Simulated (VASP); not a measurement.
Input of a VASP 6.6.1 run:

File INCAR:

```
  ALGO = Normal
  EDIFF = 1E-7
  ENCUT = 520
  GGA = PE
  ISIF = 2
  ISMEAR = -1
  LASPH = True
  LCHARG = False
  LREAL = False
  LWAVE = False
  NBANDS = 16
  NELM = 80
  PREC = Accurate
  SIGMA = 0.08
```

Contents of KPOINTS:

```
k-points
0
Gamma
  13 13 7
```

POSCAR

```
MgO
1.0
    2.9432445325      0.0000000000      0.0000000000
   -1.4716222662      2.5489245347      0.0000000000
    0.0000000000      0.0000000000      3.5791938418
Mg O
2 2
Direct
    0.3333333333      0.6666666667     -0.0619999209
    0.6666666667      0.3333333333      0.4380000791
    0.3333333333      0.6666666667      0.4379999209
    0.6666666667      0.3333333333      0.9379999209
```

Potentials or basis: VASP PAW PBE potentials, release 64 (Mg, O).

The run is started by

```console
$ cat potpaw_PBE.64/Mg/POTCAR potpaw_PBE.64/O/POTCAR > POTCAR
$ mpirun -np 1 vasp_std > vasp.out
```

Problem. What does it give for the pressure?

Solution. 195.3 GPa.

Problem. Predict the band gap on the k mesh.

Solution. 6.18 eV, direct.

Stress tensor (GPa, compression positive):
```
195.80   0.00   0.00
  0.00 195.80   0.00
  0.00   0.00 194.22
```

A k mesh can miss the band edges. A hybrid or GW would open this gap; PBE tends to underestimate it.
